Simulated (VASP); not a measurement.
# Pt in VASP: further runs

Runs on Pt. Level: LDA. Tasks: single point.

Program: VASP 6.6.1. These are calculated values, not measurements. Logs are shortened: lines on timing, memory, paths and dates and some standing lists are left out, and cuts for length are marked.

### Step 1. The cell of the first run

Symmetry: I4/mmm, No. 139, tetragonal system. Conventional cell: a = 2.753 Å, b = 2.753 Å, c = 3.962 Å, α = 90.00°, β = 90.00°, γ = 90.00°. Pt (site symmetry 4/mmm) has 12 Pt at 2.75 to 2.78 Å within 3.6 Å.

### Step 2. Single point, LDA (normal strain along x +0.0000, normal strain along z +0.0175)

INCAR

```
SYSTEM = Pt
PREC = Accurate
ENCUT = 520
EDIFF = 1E-6
ISMEAR = 0
SIGMA = 0.15
LREAL = .False.
LASPH = .True.
NELM = 80
ALGO = Normal
ISIF = 2
LWAVE = .False.
LCHARG = .False.
GGA = CA
NBANDS = 11
```

KPOINTS

```
regular mesh
0
Gamma
  20 20 20
  0 0 0
```

POSCAR

```
Pt
1.0
    0.0000000000      1.9468328700      1.9809024452
    1.9468328700      0.0000000000      1.9809024452
    1.9468328700      1.9468328700      0.0000000000
Pt
1
Direct
    0.0000000000      0.0000000000      0.0000000000
```

Potentials or basis: VASP PAW LDA potentials, release 64 (Pt).

Run with:

```
$ cat potpaw_LDA.64/Pt/POTCAR > POTCAR
$ mpirun -np 1 vasp_std > vasp.out
```

OUTCAR:

```text
SYSTEM = Pt
   PREC = Accurate
   ENCUT = 520
   EDIFF = 1E-6
   ISMEAR = 0
   LREAL = .False.
   LASPH = .True.
   NELM = 80
   ISIF = 2
   GGA = CA

 ion  position               nearest neighbor table
   1  0.000  0.000  0.000-

  LATTYP: Found a body centered tetragonal cell.
 ALAT       =     2.7532374484
 C/A-ratio  =     1.4389622997

  Lattice vectors:

 A1 = (  -1.9468328700,   0.0000000000,   1.9809024452)
 A2 = (   1.9468328700,   0.0000000000,   1.9809024452)
 A3 = (   0.0000000000,   1.9468328700,  -1.9809024452)

Analysis of symmetry for initial positions (statically):
=====================================================================
 Subroutine PRICEL returns:
 Original cell was already a primitive cell.

 Routine SETGRP: Setting up the symmetry group for a
 body centered tetragonal supercell.

 Subroutine GETGRP returns: Found 16 space group operations
 (whereof 16 operations were pure point group operations)
 out of a pool of 16 trial point group operations.

The static configuration has the point symmetry D_4h.

Analysis of symmetry for dynamics (positions and initial velocities):
=====================================================================
 Subroutine PRICEL returns:
 Original cell was already a primitive cell.

 Routine SETGRP: Setting up the symmetry group for a
 body centered tetragonal supercell.

 Subroutine GETGRP returns: Found 16 space group operations
 (whereof 16 operations were pure point group operations)
 out of a pool of 16 trial point group operations.

The dynamic configuration has the point symmetry D_4h.

 Subroutine INISYM returns: Found 16 space group operations
 (whereof 16 operations are pure point group operations),
 and found     1 'primitive' translations

----------------------------------------------------------------------------------------

                                     Primitive cell

  volume of cell :      15.0159

  direct lattice vectors                    reciprocal lattice vectors
     0.000000000  1.946832870  1.980902445    -0.256827388  0.256827388  0.252410209
     1.946832870  0.000000000  1.980902445     0.256827388 -0.256827388  0.252410209
     1.946832870  1.946832870  0.000000000     0.256827388  0.256827388 -0.252410209

  length of vectors
     2.777432757  2.777432757  2.753237448     0.442302529  0.442302529  0.442302529

  position of ions in fractional coordinates (direct lattice)
     0.000000000  0.000000000  0.000000000

  ion indices of the primitive-cell ions
   primitive index   ion index
                 1           1

----------------------------------------------------------------------------------------

 KPOINTS: regular mesh

Automatic generation of k-mesh.
 Grid dimensions read from file:
 generate k-points for:   20   20   20

 Generating k-lattice:

  Cartesian coordinates                     Fractional coordinates (reciprocal lattice)
    -0.012841369  0.012841369  0.012620510     0.050000000 -0.000000000  0.000000000
     0.012841369 -0.012841369  0.012620510    -0.000000000  0.050000000  0.000000000
     0.012841369  0.012841369 -0.012620510     0.000000000  0.000000000  0.050000000

  Length of vectors
     0.022115126  0.022115126  0.022115126

  Shift w.r.t. Gamma in fractional coordinates (k-lattice)
     0.000000000  0.000000000  0.000000000

 Subroutine IBZKPT returns following result:
 ===========================================

 Found    641 irreducible k-points:

 Following reciprocal coordinates:
            Coordinates               Weight
  0.000000  0.000000  0.000000      1.000000
  0.050000  0.000000  0.000000      8.000000
  0.100000  0.000000  0.000000      8.000000
  0.150000  0.000000  0.000000      8.000000
  0.200000  0.000000  0.000000      8.000000
  0.250000  0.000000  0.000000      8.000000
[... 16 lines left out ...]
 -0.400000  0.050000  0.000000      8.000000
 -0.350000  0.050000  0.000000      8.000000
 [... further k-points ...]
   k-points           NKPTS =    641   k-points in BZ     NKDIM =    641   number of bands    NBANDS=     11
   number of dos      NEDOS =    301   number of ions     NIONS =      1
   total plane-waves  NPLWV =  11520
   dimension x,y,z NGX =    24 NGY =   24 NGZ =   20
   dimension x,y,z NGXF=    48 NGYF=   48 NGZF=   40
   ions per type =               1
   NGX,Y,Z   is equivalent  to a cutoff of  14.37, 14.37, 12.08 a.u.
   NGXF,Y,Z  is equivalent  to a cutoff of  28.73, 28.73, 24.15 a.u.
 SYSTEM =  Pt
   PREC   = accura    normal or accurate (medium, high low for compatibility)
   ISTART =      0    job   : 0-new  1-cont  2-samecut
   ICHARG =      2    charge: 1-file 2-atom 10-const
   ISPIN  =      1    spin polarized calculation?
   LNONCOLLINEAR =      F non collinear calculations
   LSORBIT =      F    spin-orbit coupling
   LASPH  =      T    aspherical Exc in radial PAW
   ENCUT  =  520.0 eV  38.22 Ry    6.18 a.u.   5.16  5.16  5.12*2*pi/ulx,y,z
   NELM   =     80;   NELMIN=  2; NELMDL= -5     # of ELM steps
   EDIFF  = 0.1E-05   stopping-criterion for ELM
   LREAL  =      F    real-space projection
   EDIFFG = 0.1E-04   stopping-criterion for IOM
   NSW    =      0    number of steps for IOM
   IBRION =     -1    ionic relax: 0-MD 1-quasi-New 2-CG
   NFREE  =      0    steps in history (QN), initial steepest desc. (CG)
   ISIF   =      2    stress and relaxation
   ISYM   =      2    0-nonsym 1-usesym 2-fastsym
   POTIM  = 0.5000    time-step for ionic-motion
   TEBEG  =    0.0;   TEEND  =   0.0 temperature during run
   PSTRESS=    0.0 pullay stress
   NELECT =      10.0000    total number of electrons
   NUPDOWN=      -1.0000    fix difference up-down
   EMIN   =  10.00;   EMAX   =-10.00  energy-range for DOS
   EFERMI =   0.00;   METHOD = LEGACY
   ISMEAR =     0;   SIGMA  =   0.15  broadening in eV -4-tet -1-fermi 0-gaus
   EFERMI_NEDOS =   21; number of points for ismear=-14 and -15
   IALGO  =     38    algorithm
   IMIX   =      4    mixing-type and parameters
     AMIX     =   0.40;   BMIX     =  1.00
     AMIX_MAG =   1.60;   BMIX_MAG =  1.00
  volume/ion in A,a.u.               =      15.02       101.33
  Fermi-wavevector in a.u.,A,eV,Ry     =   1.429633  2.701615 27.808291  2.043852
  Thomas-Fermi vector in A             =   2.549566
   LORBIT       =      0    0 simple, 1 ext, 2 COOP (PROOUT), +10 PAW based schemes
   GGA     = CA    functional components
   LHFCALC =     F    Hartree Fock is set to
   AEXX    =    0.0000 exact exchange contribution
   IVDW    =     0    specifies the selected vdW correction
   LEPSILON=     F    determine dielectric tensor
   LRPA    =     F    only Hartree local field effects (RPA)
 non-spin polarized calculation
 Gauss-broadening in eV      SIGMA  =   0.15
  energy-cutoff  :      520.00
  volume of cell :       15.02
 maximum number of plane-waves:       416
 NGX is ok and might be reduce to    24
   NGX = 11   NGY = 11   NGZ = 11

 number of electron      10.0000001 magnetization

 Free energy of the ion-electron system (eV)
  ---------------------------------------------------
  ext. energy  EPLUGINS =         0.00000000
  ---------------------------------------------------
  free energy    TOTEN  =        -7.51236189 eV

  energy without entropy =       -7.49283975  energy(sigma->0) =       -7.50260082

 E-fermi :  11.2297     XC(G=0): -13.7122

 val. band max:       11.2291073254   @ k =   0.5000   0.0500   0.0000
 cond. band min:      11.2337173474   @ k =  -0.4500   0.0500   0.2000
 fundamental gap:      0.0046100220
 Fermi energy:        11.2297325350

 k-point     1 :       0.0000    0.0000    0.0000
  band No.  band energies     occupation
      1       0.9289      2.00000
      2       7.2409      2.00000
      3       7.4510      2.00000
      4       7.4510      2.00000
      5       9.4620      2.00000
      6       9.7100      2.00000
      7      25.8385      0.00000
      8      30.4824      0.00000
      9      30.9294      0.00000
     10      30.9294      0.00000
     11      36.2543      0.00000

 k-point     2 :       0.0500    0.0000    0.0000
  band No.  band energies     occupation
      1       1.0305      2.00000
      2       7.2471      2.00000
      3       7.4396      2.00000
      4       7.4920      2.00000
      5       9.4411      2.00000
      6       9.6837      2.00000
      7      25.9991      0.00000
      8      30.1826      0.00000
      9      30.8401      0.00000
     10      31.0879      0.00000
     11      36.8652      0.00000

 k-point     3 :       0.1000    0.0000    0.0000
  band No.  band energies     occupation
      1       1.3278      2.00000
      2       7.1854      2.00000
      3       7.4886      2.00000
      4       7.6036      2.00000
      5       9.3953      2.00000
      6       9.6200      2.00000
      7      26.4462      0.00000
      8      29.0328      0.00000
      9      31.2488      0.00000
     10      31.5514      0.00000
     11      37.8267      0.00000

 k-point     4 :       0.1500    0.0000    0.0000
  band No.  band energies     occupation
      1       1.7957      2.00000
      2       7.0520      2.00000
      3       7.6052      2.00000
      4       7.7472      2.00000
      5       9.3770      2.00000
      6       9.5672      2.00000
      7      27.0580      0.00000
      8      27.6370      0.00000
      9      31.9676      0.00000
     10      32.2820      0.00000
     11      36.7239      0.00000

 k-point     5 :       0.2000    0.0000    0.0000
  band No.  band energies     occupation
      1       2.3807      2.00000
      2       6.9575      2.00000
      3       7.6855      2.00000
      4       7.8536      2.00000
      5       9.4675      2.00000
      6       9.6039      2.00000
      7      26.1427      0.00000
      8      27.5794      0.00000
      9      32.8883      0.00000
     10      33.1974      0.00000
     11      35.2383      0.00000
[... 211 lines left out ...]
 k-point    21 :       0.5000    0.0500    0.0000
  band No.  band energies     occupation
      1       3.8988      2.00000
      2       7.1617      2.00000
      3       7.5011      2.00000
      4      10.0146      2.00000
      5      11.2291      1.00470
      6      11.9947      0.00000
      7      17.1358      0.00000
      8      25.5401      0.00000
      9      29.8348      0.00000
     10      30.1933      0.00000
     11      39.5424      0.00000

 k-point    22 :      -0.4500    0.0500    0.0000
  band No.  band energies     occupation
      1       3.9006      2.00000
      2       7.1829      2.00000
      3       7.4992      2.00000
      4       9.9316      2.00000
      5      11.1055      1.75834
      6      11.9841      0.00000
      7      17.3397      0.00000
      8      25.5753      0.00000
      9      29.6703      0.00000
     10      30.5152      0.00000
     11      39.0564      0.00000

 k-point    23 :      -0.4000    0.0500    0.0000
  band No.  band energies     occupation
      1       3.8979      2.00000
      2       7.2566      2.00000
      3       7.5522      2.00000
      4       9.2615      2.00000
      5      10.8186      1.99989
      6      11.5941      0.00059
      7      18.6024      0.00000
      8      25.8315      0.00000
      9      29.9647      0.00000
     10      31.2873      0.00000
     11      37.9542      0.00000

 k-point    24 :      -0.3500    0.0500    0.0000
  band No.  band energies     occupation
      1       3.8467      2.00000
      2       7.3675      2.00000
      3       7.6525      2.00000
      4       8.3345      2.00000
      5      10.4227      2.00000
      6      11.1307      1.64945
      7      20.3375      0.00000
      8      26.3010      0.00000
      9      30.6472      0.00000
     10      32.4602      0.00000
     11      36.4773      0.00000

 [... further k-points ...]

------------------------ aborting loop because EDIFF is reached ----------------------------------------

  FORCE on cell =-STRESS in cart. coord.  units (eV):
  Direction    XX          YY          ZZ          XY          YZ          ZX
  --------------------------------------------------------------------------------------
  -------------------------------------------------------------------------------------
  Total       -0.3374323     -0.3374323     -0.5160478      0.0000000      0.0000000      0.0000000
  in kB      -36.0036728    -36.0036728    -55.0617557      0.0000000      0.0000000      0.0000000
  external PRESSURE =     -42.3563671 kB  Pullay stress =       0.0000000 kB

 VOLUME and BASIS-vectors are now :
 -----------------------------------------------------------------------------
  energy-cutoff  :      520.00
  volume of cell :       15.02
      direct lattice vectors                 reciprocal lattice vectors
     0.000000000  1.946832870  1.980902445    -0.256827388  0.256827388  0.252410209
     1.946832870  0.000000000  1.980902445     0.256827388 -0.256827388  0.252410209
     1.946832870  1.946832870  0.000000000     0.256827388  0.256827388 -0.252410209

 POSITION                                       TOTAL-FORCE (eV/Angst)
 -----------------------------------------------------------------------------------
      0.00000      0.00000      0.00000         0.000000      0.000000      0.000000
 -----------------------------------------------------------------------------------
    total drift:                                0.000000      0.000000      0.000000

  FREE ENERGIE OF THE ION-ELECTRON SYSTEM (eV)
  ---------------------------------------------------
  free  energy   TOTEN  =        -7.5123618939 eV

  energy  without entropy=       -7.4928397525  energy(sigma->0) =       -7.50260082
```

Wall time 100 s (1 thread of Intel Xeon 8259CL, shared host); peak memory 0.22 GiB.

What came out:

```
Free energy            : -7.5124 eV
Pressure               : -4.2 GPa
Band gap on the k mesh : zero (bands 5 and 6 overlap by 2.29 eV)
```

Caveat: the cell differs from its parent crystal (normal strain along x +0.0000, normal strain along z +0.0175); the cell stands under tension; spin-orbit coupling is left out, which moves the levels of the heavy elements.

### Step 3. Single point, LDA (normal strain along x -0.0550, normal strain along z -0.0700)

INCAR

```
PREC = Accurate ; ENCUT = 520
EDIFF = 1E-6 ; ISMEAR = 0
SIGMA = 0.15 ; LREAL = False
LASPH = True ; NELM = 100
ALGO = Fast ; ISIF = 2
LWAVE = False ; LCHARG = False
NBANDS = 11
```

KPOINTS

```
Automatic mesh
0
Gamma
  20 20 20
```

POSCAR

```
Pt
1.0
    0.0000000000      1.9468328700      1.8105545691
    1.8397570622      0.0000000000      1.8105545691
    1.8397570622      1.9468328700      0.0000000000
Pt
1
Direct
    0.0000000000      0.0000000000      0.0000000000
```

Potentials or basis: VASP PAW LDA potentials, release 64 (Pt).

Run with:

```
$ cat potpaw_LDA.64/Pt/POTCAR > POTCAR
$ mpirun -np 1 vasp_std > vasp.out
```

Run time: 2.4 min. Hardware: 1 thread of Intel Xeon 8259CL, shared host; peak memory 0.27 GiB.

Results (log left out):

```yaml
Free_energy: -7.2043 eV
Pressure: 57.9 GPa
Band_gap_on_the_k_mesh: zero (bands 5 and 6 overlap by 3.34 eV)
```

Stress tensor (GPa, compression positive):
```
62.06  0.00  0.00
 0.00 48.40  0.00
 0.00  0.00 63.34
```

Levels at points of the mesh, in eV from the Fermi level:
```tsv
k point	band 3	band 4	band 5	band 6	band 7	band 8
(0.00, 0.00, 0.00)	-4.61	-4.40	-2.70	-1.48	14.10	18.49
(0.50, 0.00, 0.00)	-4.46	-1.08	-0.13	0.32	7.18	13.57
(0.50, 0.50, 0.00)	-0.01	0.29	1.10	2.18	10.96	11.61
(0.50, 0.00, 0.50)	0.16	0.56	0.61	0.72	9.45	12.53
(0.00, 0.50, 0.50)	-0.04	0.20	1.17	1.82	11.15	11.18
```

Caveat: the cell differs from its parent crystal (normal strain along x -0.0550, normal strain along z -0.0700); the stress differs along the axes, from 48 to 63 GPa; spin-orbit coupling is left out, which moves the levels of the heavy elements.

### Step 4. Single point, LDA (normal strain along x +0.0275, normal strain along z +0.0000)

INCAR

```
SYSTEM = Pt
PREC = Accurate
ENCUT = 520
EDIFF = 1E-7
ISMEAR = 0
SIGMA = 0.15
LREAL = .FALSE.
LASPH = .TRUE.
NELM = 60
ALGO = Fast
ISIF = 2
LWAVE = .FALSE.
LCHARG = .FALSE.
NBANDS = 11
```

KPOINTS

```
Automatic mesh
0
G
  20 20 20
  0 0 0
```

POSCAR

```
Pt
1.0
    0.0000000000      1.9468328700      1.9468328700
    2.0003707739      0.0000000000      1.9468328700
    2.0003707739      1.9468328700      0.0000000000
Pt
1
Direct
    0.0000000000      0.0000000000      0.0000000000
```

Potentials or basis: VASP PAW LDA potentials, release 64 (Pt).

Run with:

```
$ cat potpaw_LDA.64/Pt/POTCAR > POTCAR
$ mpirun -np 1 vasp_std > vasp.out
```

OUTCAR:

```text
SYSTEM = Pt
   PREC = Accurate
   ENCUT = 520
   EDIFF = 1E-7
   ISMEAR = 0
   LREAL = .FALSE.
   LASPH = .TRUE.
   NELM = 60
   ISIF = 2

 ion  position               nearest neighbor table
   1  0.000  0.000  0.000-

  LATTYP: Found a body centered tetragonal cell.
 ALAT       =     2.7532374484
 C/A-ratio  =     1.4531044353

  Lattice vectors:

 A1 = (   2.0003707739,   0.0000000000,   1.9468328700)
 A2 = (   2.0003707739,   0.0000000000,  -1.9468328700)
 A3 = (  -2.0003707739,   1.9468328700,   0.0000000000)

Analysis of symmetry for initial positions (statically):
=====================================================================
 Subroutine PRICEL returns:
 Original cell was already a primitive cell.

 Routine SETGRP: Setting up the symmetry group for a
 body centered tetragonal supercell.

 Subroutine GETGRP returns: Found 16 space group operations
 (whereof 16 operations were pure point group operations)
 out of a pool of 16 trial point group operations.

The static configuration has the point symmetry D_4h.

Analysis of symmetry for dynamics (positions and initial velocities):
[... 168 lines left out ...]
      2       7.0352      2.00000
      3       7.3616      2.00000
      4       7.3616      2.00000
      5       9.2258      2.00000
      6       9.6098      2.00000
      7      25.6835      0.00000
      8      30.1098      0.00000
      9      30.7915      0.00000
     10      30.7915      0.00000
     11      36.0106      0.00000
[... 309 lines left out ...]
 k-point    24 :      -0.3500    0.0500    0.0000
  band No.  band energies     occupation
      1       3.7508      2.00000
      2       7.2362      2.00000
      3       7.5203      2.00000
      4       8.1874      2.00000
      5      10.2652      2.00000
      6      10.8846      1.84608
      7      20.1262      0.00000
      8      26.1378      0.00000
      9      30.5441      0.00000
     10      31.9782      0.00000
     11      36.3926      0.00000

 [... further k-points ...]

------------------------ aborting loop because EDIFF is reached ----------------------------------------

  FORCE on cell =-STRESS in cart. coord.  units (eV):
  Direction    XX          YY          ZZ          XY          YZ          ZX
  --------------------------------------------------------------------------------------
  -------------------------------------------------------------------------------------
  Total       -0.8337940     -0.5545277     -0.5545277      0.0000000      0.0000000     -0.0000000
  in kB      -88.0991055    -58.5916823    -58.5916823      0.0000000      0.0000000     -0.0000000
  external PRESSURE =     -68.4274900 kB  Pullay stress =       0.0000000 kB

 VOLUME and BASIS-vectors are now :
 -----------------------------------------------------------------------------
  energy-cutoff  :      520.00
  volume of cell :       15.16
      direct lattice vectors                 reciprocal lattice vectors
     0.000000000  1.946832870  1.946832870    -0.249953662  0.256827388  0.256827388
     2.000370774  0.000000000  1.946832870     0.249953662 -0.256827388  0.256827388
     2.000370774  1.946832870  0.000000000     0.249953662  0.256827388 -0.256827388

 POSITION                                       TOTAL-FORCE (eV/Angst)
 -----------------------------------------------------------------------------------
      0.00000      0.00000      0.00000         0.000000      0.000000      0.000000
 -----------------------------------------------------------------------------------
    total drift:                               -0.000000     -0.000000     -0.000000

  FREE ENERGIE OF THE ION-ELECTRON SYSTEM (eV)
  ---------------------------------------------------
  free  energy   TOTEN  =        -7.5058662143 eV

  energy  without entropy=       -7.4859767769  energy(sigma->0) =       -7.49592150
```

Run time: 2.1 min. Hardware: 1 thread of Intel Xeon 8259CL, shared host; peak memory 0.22 GiB.

What came out:

- Free energy: -7.5059 eV
- Pressure: -6.8 GPa
- Band gap on the k mesh: zero (bands 5 and 6 overlap by 2.33 eV)

Caveat: the cell differs from its parent crystal (normal strain along x +0.0275, normal strain along z +0.0000); the cell stands under tension; spin-orbit coupling is left out, which moves the levels of the heavy elements.

[end of part 1 of 2]
